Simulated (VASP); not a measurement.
# Mg (P6/mmm) in VASP: a series of runs

Mg is run at these levels: PBE; tasks: single point.

Everything below comes from runs of VASP 6.6.1. Logs are shortened: lines on timing, memory, paths and dates and some standing lists are left out, and cuts for length are marked.

**1. The cell of the first run**

It takes space group P6/mmm (No. 191, hexagonal). Conventional cell: a = 3.050 Å, b = 3.050 Å, c = 2.801 Å, α = 90.00°, β = 90.00°, γ = 120.00°. Mg (site symmetry 6/mmm) has 8 Mg at 2.80 to 3.05 Å within 3.7 Å.

This isn't the form of Mg at room conditions, which is hcp.

**2. Single point, PBE (strain +0.000 along x and y, -0.080 along z)**

Input file INCAR:

```
PREC = Accurate
ENCUT = 520
EDIFF = 1E-6
ISMEAR = 0
SIGMA = 0.15
LREAL = False
LASPH = True
NELM = 80
ALGO = Normal
ISIF = 2
LWAVE = False
LCHARG = False
GGA = PE
NBANDS = 7
```

Input file KPOINTS:

```
Automatic mesh
0
Gamma
  18 18 16
```

Input file POSCAR:

```
Mg
1.0
    3.0502998005      0.0000000000      0.0000000000
   -1.5251499003      2.6416371164      0.0000000000
    0.0000000000      0.0000000000      2.8012505644
Mg
1
Direct
    0.0000000000      0.0000000000      0.0000000000
```

Potentials or basis: VASP PAW PBE potentials, release 64 (Mg).

Started as:

```sh
$ cat potpaw_PBE.64/Mg/POTCAR > POTCAR
$ mpirun -np 1 vasp_std > vasp.out
```

OUTCAR:

```text
PREC = Accurate
   ENCUT = 520
   EDIFF = 1E-6
   ISMEAR = 0
   LREAL = False
   LASPH = True
   NELM = 80
   ISIF = 2
   GGA = PE

 ion  position               nearest neighbor table
   1  0.000  0.000  0.000-

  LATTYP: Found a hexagonal cell.
 ALAT       =     3.0502998005
 C/A-ratio  =     0.9183525383

  Lattice vectors:

 A1 = (   3.0502998005,   0.0000000000,   0.0000000000)
 A2 = (  -1.5251499003,   2.6416371164,   0.0000000000)
 A3 = (   0.0000000000,   0.0000000000,   2.8012505644)

Analysis of symmetry for initial positions (statically):
=====================================================================
 Subroutine PRICEL returns:
 Original cell was already a primitive cell.

 Routine SETGRP: Setting up the symmetry group for a
 hexagonal supercell.

 Subroutine GETGRP returns: Found 24 space group operations
 (whereof 24 operations were pure point group operations)
 out of a pool of 24 trial point group operations.

The static configuration has the point symmetry D_6h.

Analysis of symmetry for dynamics (positions and initial velocities):
=====================================================================
 Subroutine PRICEL returns:
 Original cell was already a primitive cell.

 Routine SETGRP: Setting up the symmetry group for a
 hexagonal supercell.

 Subroutine GETGRP returns: Found 24 space group operations
 (whereof 24 operations were pure point group operations)
 out of a pool of 24 trial point group operations.

The dynamic configuration has the point symmetry D_6h.

 Subroutine INISYM returns: Found 24 space group operations
 (whereof 24 operations are pure point group operations),
 and found     1 'primitive' translations

----------------------------------------------------------------------------------------

                                     Primitive cell

  volume of cell :      22.5719

  direct lattice vectors                    reciprocal lattice vectors
     3.050299800  0.000000000  0.000000000     0.327836628  0.189276565  0.000000000
    -1.525149900  2.641637116  0.000000000     0.000000000  0.378553130  0.000000000
     0.000000000  0.000000000  2.801250564     0.000000000  0.000000000  0.356983418

  length of vectors
     3.050299800  3.050299801  2.801250564     0.378553130  0.378553130  0.356983418

  position of ions in fractional coordinates (direct lattice)
     0.000000000  0.000000000  0.000000000

  ion indices of the primitive-cell ions
   primitive index   ion index
                 1           1

----------------------------------------------------------------------------------------

 KPOINTS: Automatic mesh

Automatic generation of k-mesh.
 Grid dimensions read from file:
 generate k-points for:   18   18   16

 Generating k-lattice:

  Cartesian coordinates                     Fractional coordinates (reciprocal lattice)
     0.018213146  0.010515365  0.000000000     0.055555556  0.000000000  0.000000000
     0.000000000  0.021030729  0.000000000     0.000000000  0.055555556  0.000000000
     0.000000000  0.000000000  0.022311464     0.000000000  0.000000000  0.062500000

  Length of vectors
     0.021030729  0.021030729  0.022311464

  Shift w.r.t. Gamma in fractional coordinates (k-lattice)
     0.000000000  0.000000000  0.000000000

 Subroutine IBZKPT returns following result:
 ===========================================

 Found    333 irreducible k-points:

 Following reciprocal coordinates:
            Coordinates               Weight
  0.000000  0.000000  0.000000      1.000000
  0.055556  0.000000  0.000000      6.000000
  0.111111  0.000000  0.000000      6.000000
  0.166667 -0.000000  0.000000      6.000000
  0.222222 -0.000000  0.000000      6.000000
  0.277778  0.000000  0.000000      6.000000
[... 16 lines left out ...]
  0.333333  0.111111  0.000000     12.000000
  0.388889  0.111111  0.000000     12.000000
 [... further k-points ...]
   k-points           NKPTS =    333   k-points in BZ     NKDIM =    333   number of bands    NBANDS=      7
   number of dos      NEDOS =    301   number of ions     NIONS =      1
   total plane-waves  NPLWV =  13824
   dimension x,y,z NGX =    24 NGY =   24 NGZ =   24
   dimension x,y,z NGXF=    48 NGYF=   48 NGZF=   48
   ions per type =               1
   NGX,Y,Z   is equivalent  to a cutoff of  13.08, 13.08, 14.24 a.u.
   NGXF,Y,Z  is equivalent  to a cutoff of  26.16, 26.16, 28.49 a.u.
 SYSTEM =  unknown system
   PREC   = accura    normal or accurate (medium, high low for compatibility)
   ISTART =      0    job   : 0-new  1-cont  2-samecut
   ICHARG =      2    charge: 1-file 2-atom 10-const
   ISPIN  =      1    spin polarized calculation?
   LNONCOLLINEAR =      F non collinear calculations
   LSORBIT =      F    spin-orbit coupling
   LASPH  =      T    aspherical Exc in radial PAW
   ENCUT  =  520.0 eV  38.22 Ry    6.18 a.u.   5.67  5.67  5.21*2*pi/ulx,y,z
   NELM   =     80;   NELMIN=  2; NELMDL= -5     # of ELM steps
   EDIFF  = 0.1E-05   stopping-criterion for ELM
   LREAL  =      F    real-space projection
   EDIFFG = 0.1E-04   stopping-criterion for IOM
   NSW    =      0    number of steps for IOM
   IBRION =     -1    ionic relax: 0-MD 1-quasi-New 2-CG
   NFREE  =      0    steps in history (QN), initial steepest desc. (CG)
   ISIF   =      2    stress and relaxation
   ISYM   =      2    0-nonsym 1-usesym 2-fastsym
   POTIM  = 0.5000    time-step for ionic-motion
   TEBEG  =    0.0;   TEEND  =   0.0 temperature during run
   PSTRESS=    0.0 pullay stress
   NELECT =       2.0000    total number of electrons
   NUPDOWN=      -1.0000    fix difference up-down
   EMIN   =  10.00;   EMAX   =-10.00  energy-range for DOS
   EFERMI =   0.00;   METHOD = LEGACY
   ISMEAR =     0;   SIGMA  =   0.15  broadening in eV -4-tet -1-fermi 0-gaus
   EFERMI_NEDOS =   21; number of points for ismear=-14 and -15
   IALGO  =     38    algorithm
   IMIX   =      4    mixing-type and parameters
     AMIX     =   0.40;   BMIX     =  1.00
     AMIX_MAG =   1.60;   BMIX_MAG =  1.00
  volume/ion in A,a.u.               =      22.57       152.32
  Fermi-wavevector in a.u.,A,eV,Ry     =   0.729842  1.379202  7.247410  0.532670
  Thomas-Fermi vector in A             =   1.821664
   LORBIT       =      0    0 simple, 1 ext, 2 COOP (PROOUT), +10 PAW based schemes
   GGA     = PE    functional components
   LHFCALC =     F    Hartree Fock is set to
   AEXX    =    0.0000 exact exchange contribution
   IVDW    =     0    specifies the selected vdW correction
   LEPSILON=     F    determine dielectric tensor
   LRPA    =     F    only Hartree local field effects (RPA)
 non-spin polarized calculation
 Gauss-broadening in eV      SIGMA  =   0.15
  energy-cutoff  :      520.00
  volume of cell :       22.57
 maximum number of plane-waves:       622
 NGX is ok and might be reduce to    24
   NGX = 11   NGY = 11   NGZ = 11

 number of electron       2.0000000 magnetization

 Free energy of the ion-electron system (eV)
  ---------------------------------------------------
  ext. energy  EPLUGINS =         0.00000000
  ---------------------------------------------------
  free energy    TOTEN  =        -1.22525471 eV

  energy without entropy =       -1.22050877  energy(sigma->0) =       -1.22288174

 E-fermi :   2.7210     XC(G=0):  -8.5317

 val. band max:        2.7006879516   @ k =   0.3333  -0.0000   0.5000
 cond. band min:       2.7214008493   @ k =   0.3333   0.3333   0.1250
 fundamental gap:      0.0207128977
 Fermi energy:         2.7209784148

 k-point     1 :       0.0000    0.0000    0.0000
  band No.  band energies     occupation
      1      -4.2910      2.00000
      2      11.9391      0.00000
      3      14.0182      0.00000
      4      14.9327      0.00000
      5      14.9327      0.00000
      6      15.9431      0.00000
      7      15.9431      0.00000

 k-point     2 :       0.0556    0.0000    0.0000
  band No.  band energies     occupation
      1      -4.2242      2.00000
      2      11.8249      0.00000
      3      13.7806      0.00000
      4      14.0714      0.00000
      5      14.3722      0.00000
      6      16.1359      0.00000
      7      16.6180      0.00000

 k-point     3 :       0.1111    0.0000    0.0000
  band No.  band energies     occupation
      1      -4.0242      2.00000
      2      11.1679      0.00000
      3      12.5436      0.00000
      4      13.5981      0.00000
      5      14.2311      0.00000
      6      16.0924      0.00000
      7      17.7350      0.00000

 k-point     4 :       0.1667   -0.0000    0.0000
  band No.  band energies     occupation
      1      -3.6918      2.00000
      2       9.6868      0.00000
      3      12.0546      0.00000
      4      12.9002      0.00000
      5      14.4974      0.00000
      6      16.1099      0.00000
      7      19.0019      0.00000

 k-point     5 :       0.2222   -0.0000    0.0000
  band No.  band energies     occupation
      1      -3.2283      2.00000
      2       8.0389      0.00000
      3      11.7329      0.00000
      4      12.3046      0.00000
      5      14.8704      0.00000
      6      16.3165      0.00000
      7      20.3887      0.00000

 k-point     6 :       0.2778    0.0000    0.0000
  band No.  band energies     occupation
      1      -2.6357      2.00000
      2       6.4362      0.00000
      3      11.4256      0.00000
      4      11.8162      0.00000
      5      15.3497      0.00000
      6      16.7344      0.00000
      7      21.8818      0.00000

 k-point     7 :       0.3333   -0.0000    0.0000
  band No.  band energies     occupation
      1      -1.9166      2.00000
      2       4.9198      0.00000
      3      11.1480      0.00000
      4      11.4364      0.00000
      5      15.9334      0.00000
      6      17.3457      0.00000
      7      21.9281      0.00000
[... 121 lines left out ...]
 k-point    20 :       0.1667    0.1111    0.0000
  band No.  band energies     occupation
      1      -3.0304      2.00000
      2       8.1994      0.00000
      3       9.2862      0.00000
      4      14.1027      0.00000
      5      15.0309      0.00000
      6      17.0667      0.00000
      7      19.0631      0.00000

 k-point    21 :       0.2222    0.1111    0.0000
  band No.  band energies     occupation
      1      -2.4391      2.00000
      2       6.6058      0.00000
      3       8.7862      0.00000
      4      14.1927      0.00000
      5      15.5111      0.00000
      6      17.2602      0.00000
      7      20.3422      0.00000

 k-point    22 :       0.2778    0.1111    0.0000
  band No.  band energies     occupation
      1      -1.7214      2.00000
      2       5.0968      0.00000
      3       8.3891      0.00000
      4      14.1668      0.00000
      5      16.0963      0.00000
      6      17.7064      0.00000
      7      21.7079      0.00000

 k-point    23 :       0.3333    0.1111    0.0000
  band No.  band energies     occupation
      1      -0.8808      2.00000
      2       3.6867      0.00000
      3       8.1015      0.00000
      4      14.0874      0.00000
      5      16.7798      0.00000
      6      18.3920      0.00000
      7      20.8704      0.00000

 k-point    24 :       0.3889    0.1111    0.0000
  band No.  band energies     occupation
      1       0.0759      2.00000
      2       2.3869      1.99836
      3       7.9275      0.00000
      4      14.0168      0.00000
      5      17.5290      0.00000
      6      19.2554      0.00000
      7      19.8005      0.00000

 [... further k-points ...]

------------------------ aborting loop because EDIFF is reached ----------------------------------------

  FORCE on cell =-STRESS in cart. coord.  units (eV):
  Direction    XX          YY          ZZ          XY          YZ          ZX
  --------------------------------------------------------------------------------------
  -------------------------------------------------------------------------------------
  Total        0.2466319      0.2466319      1.1934059     -0.0000000     -0.0000000      0.0000000
  in kB       17.5062142     17.5062142     84.7093066     -0.0000000     -0.0000000      0.0000000
  external PRESSURE =      39.9072450 kB  Pullay stress =       0.0000000 kB

 VOLUME and BASIS-vectors are now :
 -----------------------------------------------------------------------------
  energy-cutoff  :      520.00
  volume of cell :       22.57
      direct lattice vectors                 reciprocal lattice vectors
     3.050299800  0.000000000  0.000000000     0.327836628  0.189276565  0.000000000
    -1.525149900  2.641637116  0.000000000     0.000000000  0.378553130  0.000000000
     0.000000000  0.000000000  2.801250564     0.000000000  0.000000000  0.356983418

 POSITION                                       TOTAL-FORCE (eV/Angst)
 -----------------------------------------------------------------------------------
      0.00000      0.00000      0.00000         0.000000      0.000000      0.000000
 -----------------------------------------------------------------------------------
    total drift:                                0.000000     -0.000000      0.000000

  FREE ENERGIE OF THE ION-ELECTRON SYSTEM (eV)
  ---------------------------------------------------
  free  energy   TOTEN  =        -1.2252547114 eV

  energy  without entropy=       -1.2205087693  energy(sigma->0) =       -1.22288174
```

It took 10 s on 1 thread of Intel Xeon 6975P-C (Granite Rapids), shared host; peak memory 0.17 GiB.

Results:

```
Free energy            : -1.2253 eV
Pressure               : 4.0 GPa
Band gap on the k mesh : zero (bands 1 and 2 overlap by 5.93 eV)
```

Levels at points of the mesh, in eV from the Fermi level:
| k point | band 1 | band 2 | band 3 | band 4 | band 5 | band 6 |
| --- | --- | --- | --- | --- | --- | --- |
| (0.00, 0.00, 0.00) | -7.01 | 9.22 | 11.30 | 12.21 | 12.21 | 13.22 |
| (0.50, 0.00, 0.00) | -1.92 | -1.55 | 8.02 | 8.23 | 15.13 | 16.33 |
| (0.00, 0.00, 0.50) | -2.33 | -2.32 | 15.18 | 15.18 | 15.78 | 15.78 |
| (0.50, 0.00, 0.50) | 2.06 | 2.35 | 3.00 | 3.74 | 12.05 | 12.40 |

Caveat: the cell differs from its parent crystal (strain +0.000 along x and y, -0.080 along z); the cell stands under pressure.

**3. Single point, PBE (strain -0.040 along x and y, +0.000 along z)**

Input file INCAR:

```
PREC = Accurate
ENCUT = 520
EDIFF = 1E-7
ISMEAR = 0
SIGMA = 0.15
LREAL = False
LASPH = True
NELM = 100
ALGO = Fast
ISIF = 2
LWAVE = False
LCHARG = False
GGA = PE
NBANDS = 7
```

KPOINTS is that of step 2.

Input file POSCAR:

```
Mg
1.0
    2.9282878085      0.0000000000      0.0000000000
   -1.4641439043      2.5359716317      0.0000000000
    0.0000000000      0.0000000000      3.0448375700
Mg
1
Direct
    0.0000000000      0.0000000000      0.0000000000
```

Potentials or basis: VASP PAW PBE potentials, release 64 (Mg).

Started as:

```sh
$ cat potpaw_PBE.64/Mg/POTCAR > POTCAR
$ mpirun -np 1 vasp_std > vasp.out
```

Wall time 11 s (1 thread of Intel Xeon 6975P-C (Granite Rapids), shared host); peak memory 0.17 GiB.

It converged, with:

| Quantity | Value |
| --- | --- |
| Free energy | -1.2302 eV |
| Pressure | 4.9 GPa |
| Band gap on the k mesh | zero (bands 1 and 2 overlap by 5.71 eV) |

Stress tensor (GPa, compression positive):
```
6.69 0.00 0.00
0.00 6.69 0.00
0.00 0.00 1.18
```

Levels at points of the mesh, in eV from the Fermi level:
| k point | band 1 | band 2 | band 3 | band 4 | band 5 | band 6 |
| --- | --- | --- | --- | --- | --- | --- |
| (0.00, 0.00, 0.00) | -6.99 | 7.77 | 8.37 | 13.52 | 13.52 | 15.30 |
| (0.50, 0.00, 0.00) | -1.61 | -0.94 | 8.82 | 9.63 | 12.69 | 13.93 |
| (0.00, 0.00, 0.50) | -3.35 | -2.65 | 15.54 | 15.54 | 17.50 | 17.50 |
| (0.50, 0.00, 0.50) | 1.39 | 2.65 | 2.99 | 3.22 | 12.80 | 13.18 |

Caveat: the cell differs from its parent crystal (strain -0.040 along x and y, +0.000 along z); the cell stands under pressure.

**4. Single point, PBE (strain +0.000 along x and y, -0.040 along z)**

Input file INCAR:

```
SYSTEM = Mg
PREC = Accurate
ENCUT = 520
EDIFF = 1E-7
ISMEAR = 0
SIGMA = 0.15
LREAL = .FALSE.
LASPH = .TRUE.
NELM = 80
ALGO = Normal
ISIF = 2
LWAVE = .FALSE.
LCHARG = .FALSE.
GGA = PE
NBANDS = 7
```

Input file KPOINTS:

```
Automatic mesh
0
G
  18 18 16
  0 0 0
```

Input file POSCAR:

```
Mg
1.0
    3.0502998005      0.0000000000      0.0000000000
   -1.5251499003      2.6416371164      0.0000000000
    0.0000000000      0.0000000000      2.9230440672
Mg
1
Direct
    0.0000000000      0.0000000000      0.0000000000
```

Started as:

```sh
$ cat potpaw_PBE.64/Mg/POTCAR > POTCAR
$ mpirun -np 1 vasp_std > vasp.out
```

Wall time 10 s (1 thread of Intel Xeon 6975P-C (Granite Rapids), shared host); peak memory 0.18 GiB.

It converged, with:

```yaml
Free_energy: -1.2623 eV
Pressure: 2.4 GPa
Band_gap_on_the_k_mesh: zero (bands 1 and 2 overlap by 5.66 eV)
```

Stress tensor (GPa, compression positive):
```
1.59 0.00 0.00
0.00 1.59 0.00
0.00 0.00 3.95
```

Levels at points of the mesh, in eV from the Fermi level:
```
           k point  band 1  band 2  band 3  band 4
(0.00, 0.00, 0.00)   -6.82    8.62    9.93   12.40
(0.50, 0.00, 0.00)   -1.74   -1.35    8.15    8.44
(0.00, 0.00, 0.50)   -2.67   -2.34   14.94   14.94
(0.50, 0.00, 0.50)    1.76    2.37    3.00    3.38
```

Caveat: the cell differs from its parent crystal (strain +0.000 along x and y, -0.040 along z).

[end of part 1 of 2]
